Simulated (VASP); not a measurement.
Here is a VASP 6.6.1 calculation.

The input INCAR:

```
PREC     = Accurate       # precision mode
ENCUT    = 600            # plane-wave cutoff, eV
EDIFF    = 1E-6           # SCF threshold, eV
ISMEAR   = 0              # smearing method
SIGMA    = 0.1            # smearing width, eV
LREAL    = False          # projectors in reciprocal space
LASPH    = True           # aspherical terms in the spheres
NELM     = 80             # most SCF steps
ALGO     = Fast           # electronic algorithm
ISIF     = 3              # what is computed and relaxed
LWAVE    = False          # write WAVECAR
LCHARG   = False          # write CHGCAR
GGA      = CA             # functional
IBRION   = 2              # ionic algorithm
NSW      = 70             # ionic steps
EDIFFG   = -0.005         # ionic threshold
```

Contents of KPOINTS:

```
regular mesh
0
Gamma
  12 12 12
```

File POSCAR:

```
Bi
1.0
    2.2673427635      1.3090509548      3.8817323288
   -2.2673427635      1.3090509548      3.8817323288
    0.0000000000     -2.6181019097      3.8817323288
Bi
2
Direct
    0.2371283426      0.2371283426      0.2371283426
    0.7628716574      0.7628716574      0.7628716574
```

Potentials or basis: VASP PAW LDA potentials, release 64 (Bi_d).

Run with:

```console
$ cat potpaw_LDA.64/Bi_d/POTCAR > POTCAR
$ mpirun -np 1 vasp_std > vasp.out
```

Task: Predict the relaxed cell.

Result: a = 4.629 Å, b = 4.629 Å, c = 4.629 Å, α = 58.16°, β = 58.16°, γ = 58.16°.

Task: What does it give for the band gap on the k mesh?

Result: Zero (bands 15 and 16 overlap by 0.19 eV).

Task: What does it give for the space group after relaxing (to 0.1 Å)?

Result: R-3m (No. 166).

Task: Predict the relaxed volume.

Result: 33.58 Å³/atom.

The path:
```tsv
step	energy change (eV)	largest force (eV/Å)	pressure (GPa)	volume (Å³)
1	0.0000	0.0962	-1.37	69.13
2	-0.0051	0.1069	0.96	66.22
3	-0.0085	0.0225	0.00	67.30
4	-0.0085	0.0195	-0.02	67.34
5	-0.0085	0.0140	-0.04	67.31
6	-0.0086	0.0018	-0.06	67.23
7	-0.0086	0.0179	-0.01	67.07
8	-0.0087	0.0110	0.03	67.19
9	-0.0087	0.0109	-0.04	67.13
10	-0.0087	0.0012	0.00	67.16
```

Caveat: spin-orbit coupling is left out, which moves the levels of the heavy elements. LDA usually gives volumes a few per cent too small.
